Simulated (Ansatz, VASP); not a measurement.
## One calculation of Ba, two programs

File INCAR:

```
SYSTEM = Ba
PREC = Accurate
ENCUT = 500
EDIFF = 1E-6
ISMEAR = 0
SIGMA = 0.1
LREAL = .False.
LASPH = .True.
NELM = 120
ALGO = Normal
ISIF = 2
LWAVE = .False.
LCHARG = .False.
GGA = PE
NBANDS = 11
GGA_COMPAT = .False.
```

Contents of KPOINTS:

```
regular mesh
0
Gamma
  10 10 10
  0 0 0
```

The input POSCAR:

```
Ba
1.0
   -2.5911500000      2.5911500000      2.5911500000
    2.5911500000     -2.5911500000      2.5911500000
    2.5911500000      2.5911500000     -2.5911500000
Ba
1
Direct
    0.0000000000      0.0000000000      0.0000000000
```

Input for Ansatz:

```yaml
crystal:
  lattice:
    - [-2.59115, 2.59115, 2.59115]
    - [2.59115, -2.59115, 2.59115]
    - [2.59115, 2.59115, -2.59115]
  atoms:
    - { symbol: Ba, position: [0.0, 0.0, 0.0] }
basis:
  ecutwfc: 420
kpoints:
  mp_grid: { grid: [10, 10, 10] }
hamiltonian:
  xc: pbe
scf:
  occupations: { method: gaussian, width: 0.1 }
output:
  forces: true
  stress: true
  eigenvalues: true
  populations: true
  write_density: true
  write_potential: true
  elf: true
  volumetric_format: npy
```

Alike in both runs: task single point; functional PBE; k mesh 10 × 10 × 10; occupations gaussian, width 0.1 eV; no spin polarisation.

|  | VASP | Ansatz |
| --- | --- | --- |
| version | VASP 6.6.1 | Ansatz 0.2.0 |
| potentials or method | VASP PAW PBE potentials, release 64 (Ba_sv), cutoff 500 eV | scalar-relativistic, plane waves, PAW |
| valence electrons in the cell | 10 | 10 |

```csv
,VASP,Ansatz,Ansatz less VASP
gap on the k mesh at the Fermi level (eV),none,none,-
pressure (GPa),-0.7,-0.7,-0.03
```

A gap of «none» marks a metal or a gap that the smearing closes.

Neither program's run includes spin-orbit coupling.
